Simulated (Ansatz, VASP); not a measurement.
One calculation of InP, two programs

```
In P
1.0
     0.00000    2.78934    2.78934
     2.78934    0.00000    2.78934
     2.78934    2.78934    0.00000
In P
1 1
Cartesian
  0.0000 0.0000 0.0000
  2.7893 2.7893 2.7893
```

Alike in both runs: task single point; functional RPBE; k mesh 8 × 8 × 8; occupations gaussian, width 0.05 eV; no spin polarisation.

|  | VASP | Ansatz |
| --- | --- | --- |
| version | VASP 6.6.1 | Ansatz 0.2.0 |
| potentials or method | VASP PAW PBE potentials, release 64 (In_d, P), cutoff 500 eV | scalar-relativistic, plane waves, PAW |
| valence electrons in the cell | 18 | 18 |

|  | VASP | Ansatz | Ansatz less VASP |
| --- | --- | --- | --- |
| gap on the k mesh at the Fermi level (eV) | none | none | - |
| pressure (GPa) | 0.1 | 0.2 | +0.07 |

VASP's potentials were made for PBE, not for RPBE. A gap of «none» marks a metal or a gap that the smearing closes.
